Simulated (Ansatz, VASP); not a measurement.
## Two plane-wave programs on CdSe

Contents of INCAR:

```
SYSTEM = CdSe
  PREC = Accurate
  ENCUT = 520
  EDIFF = 1E-6
  ISMEAR = 0
  SIGMA = 0.05
  LREAL = .False.
  LASPH = .True.
  NELM = 60
  ALGO = Normal
  ISIF = 2
  LWAVE = .False.
  LCHARG = .False.
  GGA = PS
  NBANDS = 16
```

KPOINTS

```
Automatic mesh
0
Gamma
  10 10 10
  0 0 0
```

Contents of POSCAR:

```
CdSe
1.0
    0.0000000000      3.3266311381      3.3266311381
    3.3266311381      0.0000000000      3.3266311381
    3.0746942732      3.0746942732      0.2519368649
Cd Se
1 1
Direct
    0.0000000000      0.0000000000      0.0000000000
    0.7500000000      0.7500000000      0.7500000000
```

Input for Ansatz:

```yaml
crystal:
  lattice:
    - [0.0, 3.3266311381, 3.3266311381]
    - [3.3266311381, 0.0, 3.3266311381]
    - [3.0746942732, 3.0746942732, 0.2519368649]
  atoms:
    - { symbol: Cd, position: [0.0, 0.0, 0.0] }
    - { symbol: Se, position: [0.75, 0.75, 0.75] }
basis:
  ecutwfc: 420
kpoints:
  mp_grid: { grid: [10, 10, 10] }
hamiltonian:
  xc: pbesol
scf:
  occupations: { method: gaussian, width: 0.05 }
output:
  forces: true
  stress: true
  eigenvalues: true
```

Alike in both runs: task single point; functional PBEsol; k mesh 10 × 10 × 10; occupations gaussian, width 0.05 eV; no spin polarisation.

```csv
,VASP,Ansatz
version,VASP 6.6.1,Ansatz 0.2.0
potentials or method,"VASP PAW PBE potentials, release 64 (Cd, Se), cutoff 520 eV","scalar-relativistic, plane waves, PAW"
valence electrons in the cell,18,36
```

```tsv
	VASP	Ansatz	Ansatz less VASP
gap on the k mesh at the Fermi level (eV)	0.44	0.44	+0.002
least direct gap on the mesh (eV)	0.49	0.49	0.000
pressure (GPa)	-4.3	-4.5	-0.20
traceless stress, the component that is largest in VASP (GPa)	2.49	2.42	-0.069
rms of the force components (eV/Å)	0.350	0.332	-0.0188
```

VASP's potentials were made for PBE, not for PBEsol. Atom by atom the forces differ by 0.019 eV/Å (rms over components). The functional is the same, so the differences come from potentials, cutoffs and numerics. VASP's potentials hold 18 valence electrons a cell and Ansatz's 36, so a difference there can come from the potentials and not from the codes.
